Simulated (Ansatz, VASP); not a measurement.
# Be: VASP beside Ansatz

File POSCAR:

```
Be
1.0
    2.2544682872      0.0000000000      0.0000000000
   -1.1272341436      1.9524268087      0.0000000000
    0.0000000000      0.0000000000      7.1798846917
Be
4
Direct
    1.0000000000      1.0000000000      1.0000000000
    0.0000000000      1.0000000000      0.5000000000
    0.3333333333      0.6666666667      0.2500000000
    0.6666666667      0.3333333333      0.7500000000
```

INCAR.step1

```
PREC = Accurate
ENCUT = 520
ISMEAR = -1
SIGMA = 0.1
LREAL = False
LASPH = True
NELM = 60
NBANDS = 12
GGA = PE
ALGO = Normal
EDIFF = 1E-4
LWAVE = True
LCHARG = False
```

INCAR.step2

```
PREC = Accurate
ENCUT = 520
EDIFF = 1E-6
ISMEAR = -1
SIGMA = 0.1
LREAL = False
LASPH = True
NELM = 60
ALGO = Normal
ISIF = 2
LWAVE = False
LCHARG = True
METAGGA = R2SCAN
LMIXTAU = True
LELF = True
LVHAR = True
NBANDS = 12
ISTART = 1
```

KPOINTS

```
Automatic mesh
0
Gamma
  18 18 5
```

Input for Ansatz:

```yaml
crystal:
  lattice:
    - [2.2544682872, 0.0, 0.0]
    - [-1.1272341436, 1.9524268087, 0.0]
    - [0.0, 0.0, 7.1798846917]
  atoms:
    - { symbol: Be, position: [1.0, 1.0, 1.0] }
    - { symbol: Be, position: [0.0, 1.0, 0.5] }
    - { symbol: Be, position: [0.3333333333, 0.6666666667, 0.25] }
    - { symbol: Be, position: [0.6666666667, 0.3333333333, 0.75] }
hamiltonian:
  xc: r2scan
  pseudopotentials:
    kind: paw
    azcp:
      Be: "pseudopotentials/Be.paw.azcp"
basis:
  ecutwfc: 500
  fft_grid_basis: typed
kpoints:
  mp_grid: { grid: [18, 18, 5], shift: [0, 0, 0] }
magnetization:
  spin_polarized: false
scf:
  occupations: { method: fermi_dirac, width: 0.1 }
  lower_state_search: "off"
output:
  stress: true
  write_density: true
  write_potential: true
  elf: true
  volumetric_format: npy
```

Alike in both runs: task single point; functional r2SCAN; k mesh 18 × 18 × 5; occupations fermi-dirac, width 0.1 eV; no spin polarisation.

|  | VASP | Ansatz |
| --- | --- | --- |
| version | VASP 6.6.1 | Ansatz 0.2.0 |
| potentials or method | VASP PAW PBE potentials, release 64 (Be), cutoff 520 eV | plane waves (500 eV) with PAW, scalar-relativistic |
| valence electrons in the cell | 8 | 8 |

```tsv
	VASP	Ansatz	Ansatz less VASP
pressure (GPa)	0.2	0.0	-0.20
traceless stress, the component that is largest in VASP (GPa)	0.76	0.71	-0.049
```

VASP's potentials were made for PBE, not for r2SCAN.
